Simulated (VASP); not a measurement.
HfC:

```
Hf C
1.0
     0.00000    2.32500    2.32500
     2.32500    0.00000    2.32500
     2.32500    2.32500    0.00000
Hf C
1 1
Direct
  0.50000 0.50000 0.50000
  0.00000 0.00000 0.00000
```

* Program: VASP 6.6.1
* Task: relaxation of cell and atoms
* Functional: LDA
* Potentials or basis: VASP PAW LDA potentials, release 64 (Hf_pv, C)
* Cutoff: 600 eV
* k mesh: 12 × 12 × 12
* Occupations: methfessel-paxton, width 0.1 eV
* Spin: no spin polarisation

At the start: pressure -11.7 GPa; volume 12.57 Å³/atom.

Question: How do energy, volume and symmetry change on relaxing?

Answer: Over 3 steps the energy falls by 22.2 meV/atom and the volume is 12.00 Å³/atom (-4.6 %); space group Fm-3m (No. 225, to 0.05 Å).

Step by step:
```
step  energy change (eV)  largest force (eV/Å)  pressure (GPa)  volume (Å³)
   1              0.0000                0.0000          -11.66        25.14
   2              0.1170                0.0000           27.71        21.95
   3             -0.0444                0.0000           -0.33        23.99
```

Final structure:
```
Hf C
1.0
     0.00000    2.28916    2.28916
     2.28916    0.00000    2.28916
     2.28916    2.28916    0.00000
Hf C
1 1
Cartesian
  2.2892 2.2892 2.2892
  0.0000 0.0000 0.0000
```
